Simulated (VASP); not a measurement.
The system is GaN.

```xyz
2
Lattice="0.0000 2.2535 2.2535 2.2535 0.0000 2.2535 2.2535 2.2535 0.0000" Properties=species:S:1:pos:R:3 pbc="T T T"
Ga    0.0000    0.0000    0.0000
N     1.1268    1.1268    1.1268
```

```yaml
Program: VASP 6.6.1
Task: relaxation of cell and atoms
Functional: RPBE
Potentials_or_basis: VASP PAW PBE potentials, release 64 (Ga_d, N)
Cutoff: 600 eV
k_mesh: 10 × 10 × 10
Occupations: fermi-dirac, width 0.05 eV
Spin: no spin polarisation
```

At the start: pressure 8.9 GPa; volume 11.44 Å³/atom.

Q: Where does the relaxation end?

A: Over 3 steps the energy falls by 15.5 meV/atom and the volume is 12.03 Å³/atom (+5.1 %); space group F-43m (No. 216, to 0.1 Å) before and after.

Step by step:
```csv
step,energy change (eV),largest force (eV/Å),pressure (GPa),volume (Å³)
1,0.0000,0.0000,8.85,22.89
2,-0.0124,0.0000,-5.70,25.05
3,-0.0309,0.0000,-0.03,24.06
```

Final structure:
```cif
data_structure
_symmetry_space_group_name_H-M 'P 1'
_symmetry_Int_Tables_number 1
_cell_length_a 3.2406
_cell_length_b 3.2406
_cell_length_c 3.2406
_cell_angle_alpha 60.000
_cell_angle_beta 60.000
_cell_angle_gamma 60.000
_cell_volume 24.06
loop_
_atom_site_label
_atom_site_type_symbol
_atom_site_fract_x
_atom_site_fract_y
_atom_site_fract_z
_atom_site_occupancy
Ga1 Ga 0.00000 0.00000 0.00000 1
N1 N 0.25000 0.25000 0.25000 1
```

Caveat: the PAW data sets were made with another functional, which shifts forces and pressure a little.
